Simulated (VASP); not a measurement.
# CsSi3 (P-3m1) in VASP: relaxation of cell and atoms with PBE

Aim: the relaxation of cell and atoms of CsSi3 with PBE.

Program: VASP 6.6.1. These are calculated values, not measurements. Logs are shortened: lines on timing, memory, paths and dates and some standing lists are left out, and cuts for length are marked.

## (1) The cell of the first run

It takes space group P-3m1 (No. 164, trigonal). Conventional cell: a = 4.011 Å, b = 4.011 Å, c = 7.731 Å, α = 90.00°, β = 90.00°, γ = 120.00°. Within 4.9 Å of Cs (site symmetry -3m) lie 8 Si at 3.75 to 3.87 Å and 6 Cs at 4.01 Å. Si (site symmetry -3m) has 6 Si at 2.49 Å within 3.3 Å. Within 3.3 Å of Si (site symmetry 3m) lie 6 Si at 2.49 to 2.95 Å.

The cell was generated, and may not be a known phase.

## (2) Relaxation of cell and atoms, PBE

Contents of INCAR:

```
PREC = Accurate
ENCUT = 600
EDIFF = 1E-6
ISMEAR = 0
SIGMA = 0.1
LREAL = False
LASPH = True
NELM = 100
ALGO = Fast
ISIF = 3
LWAVE = False
LCHARG = False
GGA = PE
IBRION = 2
NSW = 100
EDIFFG = -0.01
```

Contents of KPOINTS:

```
Automatic mesh
0
Gamma
  12 12 6
```

Contents of POSCAR:

```
CsSi3
1.0
    4.0108636289      0.0000000000      0.0000000000
   -2.0054318145      3.4735097938      0.0000000000
    0.0000000000      0.0000000000      7.7306928843
Cs Si
1 3
Direct
    0.0000000000      0.0000000000      0.5000000000
    0.0000000000      0.0000000000      0.0000000000
    0.3333333333      0.6666666667      0.1186425951
    0.6666666667      0.3333333333      0.8813574049
```

Potentials or basis: VASP PAW PBE potentials, release 64 (Cs_sv, Si).

Launch:

```bash
> cat potpaw_PBE.64/Cs_sv/POTCAR potpaw_PBE.64/Si/POTCAR > POTCAR
> mpirun -np 1 vasp_std > vasp.out
```

OUTCAR:

```text
PREC = Accurate
   ENCUT = 600
   EDIFF = 1E-6
   ISMEAR = 0
   LREAL = False
   LASPH = True
   NELM = 100
   ISIF = 3
   GGA = PE
   IBRION = 2
   NSW = 100
   EDIFFG = -0.01

 ion  position               nearest neighbor table
   1  0.000  0.000  0.500-
   2  0.000  0.000  0.000-   3 2.49   4 2.49   4 2.49   3 2.49   4 2.49   3 2.49
   3  0.333  0.667  0.119-   2 2.49   2 2.49   2 2.49   4 2.95   4 2.95   4 2.95
   4  0.667  0.333  0.881-   2 2.49   2 2.49   2 2.49   3 2.95   3 2.95   3 2.95

  LATTYP: Found a hexagonal cell.
 ALAT       =     4.0108636289
 C/A-ratio  =     1.9274384770

  Lattice vectors:

 A1 = (   4.0108636289,   0.0000000000,   0.0000000000)
 A2 = (  -2.0054318145,   3.4735097938,   0.0000000000)
 A3 = (   0.0000000000,   0.0000000000,   7.7306928843)

Analysis of symmetry for initial positions (statically):
=====================================================================
 Subroutine PRICEL returns:
 Original cell was already a primitive cell.

 Routine SETGRP: Setting up the symmetry group for a
 hexagonal supercell.

 Subroutine GETGRP returns: Found 12 space group operations
 (whereof 12 operations were pure point group operations)
 out of a pool of 24 trial point group operations.

The static configuration has the point symmetry D_3d.

Analysis of symmetry for dynamics (positions and initial velocities):
=====================================================================
 Subroutine PRICEL returns:
 Original cell was already a primitive cell.

 Routine SETGRP: Setting up the symmetry group for a
 hexagonal supercell.

 Subroutine GETGRP returns: Found 12 space group operations
 (whereof 12 operations were pure point group operations)
 out of a pool of 24 trial point group operations.

The dynamic configuration has the point symmetry D_3d.

 Subroutine INISYM returns: Found 12 space group operations
 (whereof 12 operations are pure point group operations),
 and found     1 'primitive' translations

----------------------------------------------------------------------------------------

                                     Primitive cell

  volume of cell :     107.7023

  direct lattice vectors                    reciprocal lattice vectors
     4.010863629  0.000000000  0.000000000     0.249322862  0.143946622  0.000000000
    -2.005431815  3.473509794  0.000000000     0.000000000  0.287893243  0.000000000
     0.000000000  0.000000000  7.730692884     0.000000000  0.000000000  0.129354511

  length of vectors
     4.010863629  4.010863629  7.730692884     0.287893243  0.287893243  0.129354511

  position of ions in fractional coordinates (direct lattice)
     0.000000000  0.000000000  0.500000000
     0.000000000  0.000000000  0.000000000
     0.333333333  0.666666667  0.118642595
     0.666666667  0.333333333  0.881357405

  ion indices of the primitive-cell ions
   primitive index   ion index
                 1           1
                 2           2
                 3           3
                 4           4

----------------------------------------------------------------------------------------

 KPOINTS: Automatic mesh

Automatic generation of k-mesh.
 Grid dimensions read from file:
 generate k-points for:   12   12    6

 Generating k-lattice:

  Cartesian coordinates                     Fractional coordinates (reciprocal lattice)
     0.020776905  0.011995552  0.000000000     0.083333333  0.000000000  0.000000000
     0.000000000  0.023991104  0.000000000     0.000000000  0.083333333  0.000000000
     0.000000000  0.000000000  0.021559085     0.000000000  0.000000000  0.166666667

  Length of vectors
     0.023991104  0.023991104  0.021559085

  Shift w.r.t. Gamma in fractional coordinates (k-lattice)
     0.000000000  0.000000000  0.000000000

 Subroutine IBZKPT returns following result:
 ===========================================

 Found    100 irreducible k-points:

 Following reciprocal coordinates:
            Coordinates               Weight
  0.000000  0.000000  0.000000      1.000000
  0.083333 -0.000000  0.000000      6.000000
  0.166667  0.000000  0.000000      6.000000
  0.250000  0.000000  0.000000      6.000000
  0.333333  0.000000  0.000000      6.000000
  0.416667  0.000000  0.000000      6.000000
[... 16 lines left out ...]
  0.166667  0.000000  0.166667      6.000000
  0.000000  0.166667  0.166667      6.000000
 [... further k-points ...]
   k-points           NKPTS =    100   k-points in BZ     NKDIM =    100   number of bands    NBANDS=     14
   number of dos      NEDOS =    301   number of ions     NIONS =      4
   total plane-waves  NPLWV =  65536
   dimension x,y,z NGX =    32 NGY =   32 NGZ =   64
   dimension x,y,z NGXF=    64 NGYF=   64 NGZF=  128
   ions per type =               1   3
   NGX,Y,Z   is equivalent  to a cutoff of  13.26, 13.26, 13.76 a.u.
   NGXF,Y,Z  is equivalent  to a cutoff of  26.53, 26.53, 27.53 a.u.
 SYSTEM =  unknown system
   PREC   = accura    normal or accurate (medium, high low for compatibility)
   ISTART =      0    job   : 0-new  1-cont  2-samecut
   ICHARG =      2    charge: 1-file 2-atom 10-const
   ISPIN  =      1    spin polarized calculation?
   LNONCOLLINEAR =      F non collinear calculations
   LSORBIT =      F    spin-orbit coupling
   LASPH  =      T    aspherical Exc in radial PAW
   ENCUT  =  600.0 eV  44.10 Ry    6.64 a.u.   8.01  8.01 15.44*2*pi/ulx,y,z
   NELM   =    100;   NELMIN=  2; NELMDL= -5     # of ELM steps
   EDIFF  = 0.1E-05   stopping-criterion for ELM
   LREAL  =      F    real-space projection
   EDIFFG = -.1E-01   stopping-criterion for IOM
   NSW    =    100    number of steps for IOM
   IBRION =      2    ionic relax: 0-MD 1-quasi-New 2-CG
   NFREE  =      1    steps in history (QN), initial steepest desc. (CG)
   ISIF   =      3    stress and relaxation
   ISYM   =      2    0-nonsym 1-usesym 2-fastsym
   POTIM  = 0.5000    time-step for ionic-motion
   TEBEG  =    0.0;   TEEND  =   0.0 temperature during run
   PSTRESS=    0.0 pullay stress
   NELECT =      21.0000    total number of electrons
   NUPDOWN=      -1.0000    fix difference up-down
   EMIN   =  10.00;   EMAX   =-10.00  energy-range for DOS
   EFERMI =   0.00;   METHOD = LEGACY
   ISMEAR =     0;   SIGMA  =   0.10  broadening in eV -4-tet -1-fermi 0-gaus
   EFERMI_NEDOS =   21; number of points for ismear=-14 and -15
   IALGO  =     68    algorithm
   IMIX   =      4    mixing-type and parameters
     AMIX     =   0.40;   BMIX     =  1.00
     AMIX_MAG =   1.60;   BMIX_MAG =  1.00
  volume/ion in A,a.u.               =      26.93       181.70
  Fermi-wavevector in a.u.,A,eV,Ry     =   0.949306  1.793929 12.261329  0.901182
  Thomas-Fermi vector in A             =   2.077577
   LORBIT       =      0    0 simple, 1 ext, 2 COOP (PROOUT), +10 PAW based schemes
   GGA     = PE    functional components
   LHFCALC =     F    Hartree Fock is set to
   AEXX    =    0.0000 exact exchange contribution
   IVDW    =     0    specifies the selected vdW correction
   LEPSILON=     F    determine dielectric tensor
   LRPA    =     F    only Hartree local field effects (RPA)
 conjugate gradient relaxation of ions
 non-spin polarized calculation
 RMM-DIIS sequential band-by-band and
 Gauss-broadening in eV      SIGMA  =   0.10
  energy-cutoff  :      600.00
  volume of cell :      107.70
 maximum number of plane-waves:      3621
   NGX = 17   NGY = 17   NGZ = 31

--------------------------------------- Ionic step        1  -------------------------------------------

 number of electron      21.0000002 magnetization

 Free energy of the ion-electron system (eV)
  ---------------------------------------------------
  ext. energy  EPLUGINS =         0.00000000
  ---------------------------------------------------
  free energy    TOTEN  =       -15.78367655 eV

  energy without entropy =      -15.77095290  energy(sigma->0) =      -15.77731472

------------------------ aborting loop because EDIFF is reached ----------------------------------------

  FORCE on cell =-STRESS in cart. coord.  units (eV):
  Direction    XX          YY          ZZ          XY          YZ          ZX
  --------------------------------------------------------------------------------------
  -------------------------------------------------------------------------------------
  Total        0.4939658      0.4939658     -0.7294937     -0.0000000      0.0000000     -0.0000000
  in kB        7.3482275      7.3482275    -10.8519370     -0.0000000      0.0000000     -0.0000000
  external PRESSURE =       1.2815060 kB  Pullay stress =       0.0000000 kB

 VOLUME and BASIS-vectors are now :
 -----------------------------------------------------------------------------
  energy-cutoff  :      600.00
  volume of cell :      107.70
      direct lattice vectors                 reciprocal lattice vectors
     4.010863629  0.000000000  0.000000000     0.249322862  0.143946622  0.000000000
    -2.005431815  3.473509794  0.000000000     0.000000000  0.287893243  0.000000000
     0.000000000  0.000000000  7.730692884     0.000000000  0.000000000  0.129354511
[... 191 lines left out ...]
 POSITION                                       TOTAL-FORCE (eV/Angst)
 -----------------------------------------------------------------------------------
      4.07026     -0.00000      3.76665         0.000000     -0.000000      0.000000
      4.07026     -0.00000     -0.00000         0.000000     -0.000000      0.000000
     -0.00000      2.34996      0.82784        -0.000000      0.000000     -0.024983
      2.03513      1.17498      6.70546         0.000000     -0.000000      0.024983
 -----------------------------------------------------------------------------------
    total drift:                                0.000000     -0.000000     -0.000000

  FREE ENERGIE OF THE ION-ELECTRON SYSTEM (eV)
  ---------------------------------------------------
  free  energy   TOTEN  =       -15.8221626780 eV

  energy  without entropy=      -15.8084430745  energy(sigma->0) =      -15.81530288

--------------------------------------- Ionic step        7  -------------------------------------------

 number of electron      20.9999999 magnetization

 Free energy of the ion-electron system (eV)
  ---------------------------------------------------
  ext. energy  EPLUGINS =         0.00000000
  ---------------------------------------------------
  free energy    TOTEN  =       -15.82296485 eV

  energy without entropy =      -15.80914605  energy(sigma->0) =      -15.81605545

 E-fermi :   4.8484     XC(G=0):  -8.8303

 val. band max:        4.8449191020   @ k =   0.0000   0.0000   0.1667
 cond. band min:       4.8529232206   @ k =   0.1667   0.1667   0.1667
 fundamental gap:      0.0080041186
 Fermi energy:         4.8483568351

 k-point     1 :       0.0000    0.0000    0.0000
  band No.  band energies     occupation
      1     -18.4188      2.00000
      2      -7.4192      2.00000
      3      -5.4023      2.00000
      4      -4.6927      2.00000
      5      -4.6927      2.00000
      6      -1.1697      2.00000
      7       2.5118      2.00000
      8       2.8036      2.00000
      9       2.8036      2.00000
     10       3.6464      2.00000
     11       3.6464      2.00000
     12       4.7904      1.58760
     13       5.9803      0.00000
     14       6.2236      0.00000

 k-point     2 :       0.0833   -0.0000    0.0000
  band No.  band energies     occupation
      1     -18.4082      2.00000
      2      -7.3416      2.00000
      3      -5.3772      2.00000
      4      -4.7948      2.00000
      5      -4.7139      2.00000
      6      -1.1549      2.00000
      7       1.7946      2.00000
      8       2.3638      2.00000
      9       2.6862      2.00000
     10       3.5494      2.00000
[... 362 lines left out ...]
 k-point    24 :       0.0000    0.1667    0.1667
  band No.  band energies     occupation
      1     -18.3792      2.00000
      2      -7.1389      2.00000
      3      -5.2317      2.00000
      4      -5.0564      2.00000
      5      -4.7708      2.00000
      6      -1.2906      2.00000
      7       0.5096      2.00000
      8       1.7741      2.00000
      9       2.8279      2.00000
     10       3.3632      2.00000
     11       5.0082      0.02383
     12       5.8726      0.00000
     13       6.3963      0.00000
     14       6.9049      0.00000

 [... further k-points ...]
[... 5 lines left out ...]
  --------------------------------------------------------------------------------------
  -------------------------------------------------------------------------------------
  Total        0.0360807      0.0360807      0.0126890     -0.0000000     -0.0000000      0.0000000
  in kB        0.5312873      0.5312873      0.1868449     -0.0000000     -0.0000000      0.0000000
  external PRESSURE =       0.4164732 kB  Pullay stress =       0.0000000 kB

 VOLUME and BASIS-vectors are now :
 -----------------------------------------------------------------------------
  energy-cutoff  :      600.00
  volume of cell :      108.81
      direct lattice vectors                 reciprocal lattice vectors
     4.076238541 -0.000000000  0.000000000     0.245324210  0.141637999 -0.000000000
    -2.038119270  3.530126128 -0.000000000     0.000000000  0.283275997  0.000000000
     0.000000000 -0.000000000  7.561476050    -0.000000000  0.000000000  0.132249311

 POSITION                                       TOTAL-FORCE (eV/Angst)
 -----------------------------------------------------------------------------------
     -2.03812      3.53013      3.78074        -0.000000     -0.000000      0.000000
     -2.03812      3.53013     -0.00000        -0.000000     -0.000000      0.000000
     -0.00000      2.35342      0.82549        -0.000000      0.000000     -0.009215
      2.03812      1.17671      6.73598         0.000000     -0.000000      0.009215
 -----------------------------------------------------------------------------------
    total drift:                               -0.000000      0.000000     -0.000000

  FREE ENERGIE OF THE ION-ELECTRON SYSTEM (eV)
  ---------------------------------------------------
  free  energy   TOTEN  =       -15.8229648508 eV

  energy  without entropy=      -15.8091460524  energy(sigma->0) =      -15.81605545

 reached required accuracy - stopping structural energy minimisation
```

Run time: 8.9 min. Hardware: 1 thread of Oxide Virtual Turin-like, shared host; peak memory 0.35 GiB.

What came out:

```yaml
Free_energy: -15.8230 eV
Relaxed_volume: 27.20 Å³/atom
Relaxed_cell: a = 4.076 Å, b = 4.076 Å, c = 7.561 Å, α = 90.00°, β = 90.00°, γ = 120.00°
Space_group_after_relaxing_to_0.1_Å: P-3m1 (No. 164)
Energy_gained_by_relaxing: 9.8 meV/atom
Ionic_steps: 7
Pressure_after_relaxing: 0.0 GPa
Largest_force_after_relaxing: 0.009 eV/Å
Band_gap_on_the_k_mesh: zero (an odd number of electrons rules out a gap without spin polarisation)
```

Forces on the atoms (eV/Å):
```
Cs   0.000  0.000  0.000
Si   0.000  0.000  0.000
Si   0.000  0.000 -0.009
Si   0.000  0.000  0.009
```

The path:
```csv
step,energy change (eV),largest force (eV/Å),pressure (GPa),volume (Å³)
1,0.0000,0.3570,0.13,107.70
2,-0.0201,0.2698,0.03,108.03
3,-0.0352,0.1485,-0.12,108.57
4,-0.0356,0.1332,-0.15,108.66
5,-0.0384,0.0406,0.18,108.17
6,-0.0385,0.0250,0.23,108.08
7,-0.0393,0.0092,0.04,108.81
```

Final structure:
```cif
data_structure
_symmetry_space_group_name_H-M 'P 1'
_symmetry_Int_Tables_number 1
_cell_length_a 4.0762
_cell_length_b 4.0762
_cell_length_c 7.5615
_cell_angle_alpha 90.000
_cell_angle_beta 90.000
_cell_angle_gamma 120.000
_cell_volume 108.81
loop_
_atom_site_label
_atom_site_type_symbol
_atom_site_fract_x
_atom_site_fract_y
_atom_site_fract_z
_atom_site_occupancy
Cs1 Cs 0.00000 0.00000 0.50000 1
Si1 Si 0.00000 0.00000 0.00000 1
Si2 Si 0.33333 0.66667 0.10917 1
Si3 Si 0.66667 0.33333 0.89083 1
```

Caveat: spin-orbit coupling is left out, which moves the levels of the heavy elements.
